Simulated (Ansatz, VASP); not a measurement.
One calculation of Rh, two programs

```
CELL_PARAMETERS angstrom
0.00000 1.93884 1.93884
1.93884 0.00000 1.93884
1.93884 1.93884 0.00000
ATOMIC_POSITIONS crystal
Rh 0.00000 0.00000 0.00000
```

Change from the starting cell: volume scaled by 1.06, crystal datasets.

Alike in both runs: task electric field gradients; functional LDA; k mesh 16 × 16 × 16; occupations fermi-dirac, width 0.03 eV; no spin polarisation.

```csv
,VASP,Ansatz
version,VASP 6.6.1,Ansatz 0.2.0
potentials or method,"VASP PAW LDA potentials, release 64 (Rh_pv), cutoff 520 eV","all-electron PAW with datasets made for the crystal, scalar-relativistic"
```

```csv
,VASP,Ansatz,Ansatz less VASP
pressure (GPa),-23.4,-24.1,-0.68
```

LDA's correlation is that of Perdew and Zunger in VASP and of Perdew and Wang (1992) in Ansatz. Ansatz ran all-electron here, and VASP with PAW potentials.
